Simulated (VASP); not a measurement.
**Mg: relaxation of cell and atoms with PBEsol+D3(BJ)**

The system is Mg.

```
CELL_PARAMETERS angstrom
3.20930 0.00000 0.00000
-1.60465 2.77934 0.00000
0.00000 0.00000 5.21030
ATOMIC_POSITIONS crystal
Mg 0.66667 0.33333 0.75000
Mg 0.33333 0.66667 0.25000
```

* Program: VASP 6.6.1
* Task: relaxation of cell and atoms
* Functional: PBEsol
* Dispersion: D3(BJ)
* Potentials or basis: VASP PAW PBE potentials, release 64 (Mg)
* Cutoff: 600 eV
* k mesh: 10 × 10 × 5
* Occupations: fermi-dirac, width 0.05 eV
* Spin: no spin polarisation
* Dipole correction: no
* Further INCAR settings: ALGO = Normal; EDIFF = 1e-06; IBRION = 2; EDIFFG = -0.01; NSW = 80; ISIF = 3

- Relaxed volume: 21.40 Å³/atom
- Relaxed cell: a = 3.094 Å, b = 3.094 Å, c = 5.161 Å, α = 90.00°, β = 90.00°, γ = 120.00°
- Space group after relaxing (to 0.05 Å): P6_3/mmc (No. 194)
- Energy gained by relaxing: 20.5 meV/atom
- Ionic steps: 10
- Pressure after relaxing: 0.0 GPa
- Band gap on the k mesh: zero (band 2 reaches 3.51 eV, above the bottom of band 3 at 1.48 eV)
- Dispersion energy per atom: -0.281 eV

Step by step:
```csv
step,energy change (eV),largest force (eV/Å),pressure (GPa),volume (Å³)
1,0.0000,0.0000,-2.97,46.47
2,-0.0364,0.0000,-0.83,43.64
3,-0.0393,0.0000,0.03,42.72
4,-0.0393,0.0000,0.10,42.65
5,-0.0403,0.0000,0.10,42.66
6,-0.0400,0.0000,0.11,42.71
7,-0.0410,0.0000,0.10,42.68
8,-0.0410,0.0000,0.10,42.69
9,-0.0410,0.0000,0.10,42.69
10,-0.0410,0.0000,-0.01,42.80
```

Final structure:
```
CELL_PARAMETERS angstrom
3.09442 0.00000 0.00000
-1.54721 2.67985 0.00000
0.00000 0.00000 5.16135
ATOMIC_POSITIONS crystal
Mg 0.66667 0.33333 0.75000
Mg 0.33333 0.66667 0.25000
```

Levels at points of the mesh, in eV from the Fermi level:
| k point | band 1 | band 2 | band 3 | band 4 | band 5 | band 6 |
| --- | --- | --- | --- | --- | --- | --- |
| (0.00, 0.00, 0.00) | -7.29 | -2.00 | -1.54 | 11.58 | 11.58 | 11.91 |
| (0.50, 0.00, 0.00) | -2.25 | -2.14 | 2.68 | 2.93 | 3.24 | 3.72 |

Wall time 38 s on 1 thread of AMD EPYC 7R13 Processor (Zen 3), on a shared host, peak memory 0.16 GiB.

Caveat: the PAW data sets were made with another functional, which shifts forces and pressure a little; pairwise dispersion overbinds metals, which lowers pressure and volume.
